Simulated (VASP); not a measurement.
# Ta (Fd-3m) in VASP: notebook, part 2 of 2

VASP 6.6.1. Earlier steps stand in the parts before.

**5. Single point, PBEsol (volume scaled by 0.96)**

Contents of INCAR:

```
SYSTEM = Ta
ALGO = Normal
EDIFF = 1E-7
ENCUT = 520
GGA = PS
ISIF = 2
ISMEAR = -1
LASPH = .TRUE.
LCHARG = .FALSE.
LREAL = .FALSE.
LWAVE = .FALSE.
NBANDS = 18
NELM = 100
PREC = Accurate
SIGMA = 0.1
```

Contents of KPOINTS:

```
k-points
0
G
  10 10 10
  0 0 0
```

Contents of POSCAR:

```
Ta
1.0
    0.0000000000      2.9617580083      2.9617580083
    2.9617580083      0.0000000000      2.9617580083
    2.9617580083      2.9617580083      0.0000000000
Ta
2
Direct
    0.1250000000      0.1250000000      0.1250000000
    0.8750000000      0.8750000000      0.8750000000
```

Potentials or basis: VASP PAW PBE potentials, release 64 (Ta_pv).

The run is started by

```bash
cat potpaw_PBE.64/Ta_pv/POTCAR > POTCAR
mpirun -np 1 vasp_std > vasp.out
```

OUTCAR:

```text
SYSTEM = Ta
   EDIFF = 1E-7
   ENCUT = 520
   GGA = PS
   ISIF = 2
   ISMEAR = -1
   LASPH = .TRUE.
   LREAL = .FALSE.
   NELM = 100
   PREC = Accurate

 ion  position               nearest neighbor table
   1  0.125  0.125  0.125-   2 2.56   2 2.56   2 2.56   2 2.56
   2  0.875  0.875  0.875-   1 2.56   1 2.56   1 2.56   1 2.56

  LATTYP: Found a face centered cubic cell.
 ALAT       =     5.9235160166

  Lattice vectors:

 A1 = (   0.0000000000,   2.9617580083,   2.9617580083)
 A2 = (   2.9617580083,   0.0000000000,   2.9617580083)
 A3 = (   2.9617580083,   2.9617580083,   0.0000000000)

[... 671 lines left out ...]
      5     -30.5231      2.00000
      6     -30.5153      2.00000
[... 10 lines left out ...]
     17       8.7515      0.00000
     18       9.4279      0.00000

 [... further k-points ...]
[... 5 lines left out ...]
  --------------------------------------------------------------------------------------
  -------------------------------------------------------------------------------------
  Total        1.1323784      1.1323784      1.1323784      0.0000000      0.0000000     -0.0000000
  in kB       34.9159156     34.9159156     34.9159156      0.0000000      0.0000000     -0.0000000
  external PRESSURE =      34.9159156 kB  Pullay stress =       0.0000000 kB

 VOLUME and BASIS-vectors are now :
 -----------------------------------------------------------------------------
  energy-cutoff  :      520.00
  volume of cell :       51.96
      direct lattice vectors                 reciprocal lattice vectors
     0.000000000  2.961758008  2.961758008    -0.168818654  0.168818654  0.168818654
     2.961758008  0.000000000  2.961758008     0.168818654 -0.168818654  0.168818654
     2.961758008  2.961758008  0.000000000     0.168818654  0.168818654 -0.168818654

 POSITION                                       TOTAL-FORCE (eV/Angst)
 -----------------------------------------------------------------------------------
      0.74044      0.74044      0.74044        -0.000000     -0.000000     -0.000000
      5.18308      5.18308      5.18308         0.000000      0.000000      0.000000
 -----------------------------------------------------------------------------------
    total drift:                                0.000000      0.000000     -0.000000

  FREE ENERGIE OF THE ION-ELECTRON SYSTEM (eV)
  ---------------------------------------------------
  free  energy   TOTEN  =       -19.0781672650 eV

  energy  without entropy=      -18.9537076779  energy(sigma->0) =      -19.01593747
```

It took 58 s on 1 thread of Intel Xeon 8259CL, shared host; peak memory 0.19 GiB.

Results:

```
Free energy            : -19.0782 eV
Pressure               : 3.5 GPa
Band gap on the k mesh : zero (band 11 reaches 2.81 eV, above the bottom of band 12 at 1.94 eV)
```

Levels at points of the mesh, in eV from the Fermi level:
```
           k point  band 9  band 10  band 11  band 12  band 13  band 14
(0.00, 0.00, 0.00)   -1.20    -0.31    -0.31    -0.31     2.17     2.17
(0.50, 0.00, 0.00)   -1.06    -1.06    -0.43    -0.43     0.03     3.46
(0.50, 0.50, 0.00)   -0.87    -0.87    -0.32    -0.32     1.85     1.85
```

Caveat: the PAW data sets were made with another functional, which shifts forces and pressure a little; spin-orbit coupling is left out, which moves the levels of the heavy elements.

**6. Single point, PBEsol**

Contents of INCAR:

```
SYSTEM = Ta
ALGO     = Normal         ! electronic algorithm
EDIFF    = 1E-6           ! SCF threshold, eV
ENCUT    = 520            ! plane-wave cutoff, eV
GGA      = PS             ! functional
ISIF     = 2              ! what is computed and relaxed
ISMEAR   = -1             ! smearing method
LASPH    = .TRUE.         ! aspherical terms in the spheres
LCHARG   = .FALSE.        ! write CHGCAR
LREAL    = .FALSE.        ! projectors in reciprocal space
LWAVE    = .FALSE.        ! write WAVECAR
NBANDS   = 18             ! bands
NELM     = 60             ! most SCF steps
PREC     = Accurate       ! precision mode
SIGMA    = 0.1            ! smearing width, eV
```

KPOINTS is that of step 5.

Contents of POSCAR:

```
Ta
1.0
    0.0000000000      3.0023350781      3.0023350781
    3.0023350781      0.0000000000      3.0023350781
    3.0023350781      3.0023350781      0.0000000000
Ta
2
Direct
    0.1250000000      0.1250000000      0.1250000000
    0.8750000000      0.8750000000      0.8750000000
```

Potentials or basis: VASP PAW PBE potentials, release 64 (Ta_pv).

The run is started by

```bash
cat potpaw_PBE.64/Ta_pv/POTCAR > POTCAR
mpirun -np 1 vasp_std > vasp.out
```

OUTCAR:

```text
SYSTEM = Ta
   EDIFF = 1E-6
   ENCUT = 520
   GGA = PS
   ISIF = 2
   ISMEAR = -1
   LASPH = .TRUE.
   LREAL = .FALSE.
   NELM = 60
   PREC = Accurate

 ion  position               nearest neighbor table
   1  0.125  0.125  0.125-   2 2.60   2 2.60   2 2.60   2 2.60
   2  0.875  0.875  0.875-   1 2.60   1 2.60   1 2.60   1 2.60

  LATTYP: Found a face centered cubic cell.
 ALAT       =     6.0046701562

  Lattice vectors:

 A1 = (   0.0000000000,   3.0023350781,   3.0023350781)
 A2 = (   3.0023350781,   0.0000000000,   3.0023350781)
 A3 = (   3.0023350781,   3.0023350781,   0.0000000000)

Analysis of symmetry for initial positions (statically):
=====================================================================
 Subroutine PRICEL returns:
 Original cell was already a primitive cell.

 Routine SETGRP: Setting up the symmetry group for a
 face centered cubic supercell.

 Subroutine GETGRP returns: Found 48 space group operations
 (whereof 12 operations were pure point group operations)
 out of a pool of 48 trial point group operations.

The static configuration has the point symmetry D_3d.
 The point group associated with its full space group is O_h .

Analysis of symmetry for dynamics (positions and initial velocities):
=====================================================================
 Subroutine PRICEL returns:
 Original cell was already a primitive cell.

 Routine SETGRP: Setting up the symmetry group for a
 face centered cubic supercell.

 Subroutine GETGRP returns: Found 48 space group operations
 (whereof 12 operations were pure point group operations)
 out of a pool of 48 trial point group operations.

The dynamic configuration has the point symmetry D_3d.
 The point group associated with its full space group is O_h .

 Subroutine INISYM returns: Found 48 space group operations
 (whereof 12 operations are pure point group operations),
 and found     1 'primitive' translations

----------------------------------------------------------------------------------------
[... 105 lines left out ...]
   NUPDOWN=      -1.0000    fix difference up-down
   EMIN   =  10.00;   EMAX   =-10.00  energy-range for DOS
   EFERMI =   0.00;   METHOD = LEGACY
   ISMEAR =    -1;   SIGMA  =   0.10  broadening in eV -4-tet -1-fermi 0-gaus
   EFERMI_NEDOS =   21; number of points for ismear=-14 and -15
   IALGO  =     38    algorithm
   IMIX   =      4    mixing-type and parameters
     AMIX     =   0.40;   BMIX     =  1.00
     AMIX_MAG =   1.60;   BMIX_MAG =  1.00
  volume/ion in A,a.u.               =      27.06       182.63
  Fermi-wavevector in a.u.,A,eV,Ry     =   1.212681  2.291635 20.008662  1.470595
  Thomas-Fermi vector in A             =   2.348157
   LORBIT       =      0    0 simple, 1 ext, 2 COOP (PROOUT), +10 PAW based schemes
   GGA     = PS    functional components
   LHFCALC =     F    Hartree Fock is set to
   AEXX    =    0.0000 exact exchange contribution
   IVDW    =     0    specifies the selected vdW correction
   LEPSILON=     F    determine dielectric tensor
   LRPA    =     F    only Hartree local field effects (RPA)
 non-spin polarized calculation
  energy-cutoff  :      520.00
  volume of cell :       54.13
 maximum number of plane-waves:      1476
   NGX = 15   NGY = 15   NGZ = 15

 number of electron      21.9999997 magnetization

 Free energy of the ion-electron system (eV)
  ---------------------------------------------------
  ext. energy  EPLUGINS =         0.00000000
  ---------------------------------------------------
  free energy    TOTEN  =       -19.10252934 eV

  energy without entropy =      -18.97554879  energy(sigma->0) =      -19.03903906

 E-fermi :   2.1237     XC(G=0): -10.3616

 val. band max:        2.1160835705   @ k =   0.4000   0.2000   0.0000
 cond. band min:       2.1339960720   @ k =   0.1000   0.1000   0.0000
 fundamental gap:      0.0179125015
 Fermi energy:         2.1236606803

 k-point     1 :       0.0000    0.0000    0.0000
  band No.  band energies     occupation
      1     -31.9837      2.00000
      2     -31.9837      2.00000
      3     -31.9837      2.00000
      4     -31.0731      2.00000
      5     -31.0731      2.00000
      6     -31.0731      2.00000
[... 481 lines left out ...]
      5     -30.8970      2.00000
      6     -30.8901      2.00000
[... 10 lines left out ...]
     17       8.2447      0.00000
     18       8.9111      0.00000

 [... further k-points ...]
[... 5 lines left out ...]
  --------------------------------------------------------------------------------------
  -------------------------------------------------------------------------------------
  Total        0.0467785      0.0467785      0.0467785     -0.0000000      0.0000000      0.0000000
  in kB        1.3846808      1.3846808      1.3846808     -0.0000000      0.0000000      0.0000000
  external PRESSURE =       1.3846808 kB  Pullay stress =       0.0000000 kB

 VOLUME and BASIS-vectors are now :
 -----------------------------------------------------------------------------
  energy-cutoff  :      520.00
  volume of cell :       54.13
      direct lattice vectors                 reciprocal lattice vectors
     0.000000000  3.002335078  3.002335078    -0.166537041  0.166537041  0.166537041
     3.002335078  0.000000000  3.002335078     0.166537041 -0.166537041  0.166537041
     3.002335078  3.002335078  0.000000000     0.166537041  0.166537041 -0.166537041

 POSITION                                       TOTAL-FORCE (eV/Angst)
 -----------------------------------------------------------------------------------
      0.75058      0.75058      0.75058        -0.000000     -0.000000     -0.000000
      5.25409      5.25409      5.25409         0.000000      0.000000      0.000000
 -----------------------------------------------------------------------------------
    total drift:                                0.000000      0.000000     -0.000000

  FREE ENERGIE OF THE ION-ELECTRON SYSTEM (eV)
  ---------------------------------------------------
  free  energy   TOTEN  =       -19.1025293425 eV

  energy  without entropy=      -18.9755487865  energy(sigma->0) =      -19.03903906
```

Wall time 46 s (1 thread of Intel Xeon 8259CL, shared host); peak memory 0.19 GiB.

What came out:

- Free energy: -19.1025 eV
- Pressure: 0.1 GPa
- Band gap on the k mesh: zero (band 11 reaches 2.57 eV, above the bottom of band 12 at 1.73 eV)

Levels at points of the mesh, in eV from the Fermi level:
| k point | band 9 | band 10 | band 11 | band 12 | band 13 | band 14 |
| --- | --- | --- | --- | --- | --- | --- |
| (0.00, 0.00, 0.00) | -1.09 | -0.30 | -0.30 | -0.30 | 2.09 | 2.09 |
| (0.50, 0.00, 0.00) | -0.96 | -0.96 | -0.39 | -0.39 | -0.06 | 3.31 |
| (0.50, 0.50, 0.00) | -0.97 | -0.97 | -0.28 | -0.28 | 1.83 | 1.83 |

Caveat: the PAW data sets were made with another functional, which shifts forces and pressure a little; spin-orbit coupling is left out, which moves the levels of the heavy elements.

**7. Summary**

```csv
cell,k mesh,gap on the mesh (eV),pressure (GPa)
"a = 4.246 Å, angles 60.0°, 2 atoms",9 × 9 × 9,none,0.2
"a = 4.069 Å, angles 60.0°, 2 atoms",10 × 10 × 10,none,12.3
"a = 4.130 Å, angles 60.0°, 2 atoms",10 × 10 × 10,none,7.5
"a = 4.189 Å, angles 60.0°, 2 atoms",10 × 10 × 10,none,3.5
"a = 4.246 Å, angles 60.0°, 2 atoms",10 × 10 × 10,none,0.1
```

Alike in all rows: task single point; level PBEsol; potentials or basis VASP PAW PBE potentials, release 64 (Ta_pv); no spin polarisation; cutoff (eV) 520; smearing fermi-dirac 0.1 eV.

Caveats: the PAW data sets were made with another functional, which shifts forces and pressure a little; spin-orbit coupling is left out, which moves the levels of the heavy elements.

Total energies depend on the potentials used, so only differences within one code and one set of settings carry meaning.
